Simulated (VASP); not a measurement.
TaPbO4, 6 atoms in the cell. The structure is tetragonal, space group P4/mmm (No. 123). Conventional cell: a = 3.753 Å, b = 3.753 Å, c = 5.393 Å, α = 90.00°, β = 90.00°, γ = 90.00°. Within 3.0 Å of Ta (site symmetry 4/mmm) lie 8 O at 2.27 Å. Within 3.1 Å of Pb (site symmetry 4/mmm) lie 8 O at 2.35 Å. Within 3.0 Å of O (site symmetry 2mm) lie 2 Ta at 2.27 Å and 2 Pb at 2.35 Å and 6 O at 2.55 to 2.84 Å. 

```yaml
Program: VASP 6.6.1
Task: relaxation of cell and atoms
Functional: PBE
Potentials_or_basis: VASP PAW PBE potentials, release 64 (Ta_pv, Pb_d, O)
Cutoff: 600 eV
k_mesh: 4 × 4 × 4
Occupations: gaussian, width 0.1 eV
Spin: no spin polarisation
Dipole_correction: no
Further_INCAR_settings: ALGO = Normal; EDIFF = 1e-07; IBRION = 2; EDIFFG = -0.04; NSW = 90; ISIF = 3
```

Potentials or basis: VASP PAW PBE potentials, release 64 (Ta_pv, Pb_d, O).

Command:

```bash
$ cat potpaw_PBE.64/Ta_pv/POTCAR potpaw_PBE.64/Pb_d/POTCAR potpaw_PBE.64/O/POTCAR > POTCAR
$ mpirun -np 1 vasp_std > vasp.out
```

Hardware: 1 thread of Intel Xeon 8259CL, on a shared host.

Task: Estimate the wall time of this run.

Result: It took 10 min on 1 thread of Intel Xeon 8259CL (shared host), peak memory 0.24 GiB. Counts: scf iterations 80, k points 18, ion steps 8.
